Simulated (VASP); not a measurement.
A run of VASP 6.6.1 is set up as follows.

File INCAR:

```
SYSTEM = PbBrF
PREC = Accurate
ENCUT = 520
EDIFF = 1E-7
ISMEAR = 0
SIGMA = 0.1
LREAL = .False.
LASPH = .True.
NELM = 100
ALGO = Normal
ISIF = 2
LWAVE = .False.
LCHARG = .True.
GGA = PE
LELF = .True.
LVHAR = .True.
NBANDS = 37
```

KPOINTS

```
regular mesh
0
Gamma
  3 3 3
  0 0 0
```

The input POSCAR:

```
PbBrF
1.0
    5.2053800000     -0.7202700000      0.2125430000
    0.0237770000      5.1979020000      0.7115050000
   -0.0049260000      0.1527110000      5.2314220000
Pb Br F
2 2 2
Direct
    0.2240360234      0.3053880314      0.2228678168
    0.5743624577      0.4738465815      0.6897077063
    0.8083529957      0.0201217454      0.6116425910
    0.2811039622      0.8802153147      0.8641538999
    0.4534481912      0.7921543071      0.3025169850
    0.9066088135      0.7844862323      0.2042457608
```

Potentials or basis: VASP PAW PBE potentials, release 64 (Pb_d, Br, F).

The run is started by

```console
$ cat potpaw_PBE.64/Pb_d/POTCAR potpaw_PBE.64/Br/POTCAR potpaw_PBE.64/F/POTCAR > POTCAR
$ mpirun -np 1 vasp_std > vasp.out
```

Q: What does it give for the pressure?

A: 3.9 GPa.

Q: Estimate the band gap on the k mesh.

A: Zero (bands 28 and 29 overlap by 0.10 eV).

Stress tensor (GPa, compression positive):
```
10.62 -1.90 -0.79
-1.90 -6.40  1.69
-0.79  1.69  7.51
```

Caveat: the k points lie up to 0.41 Å⁻¹ apart; spin-orbit coupling is left out, which moves the levels of the heavy elements.
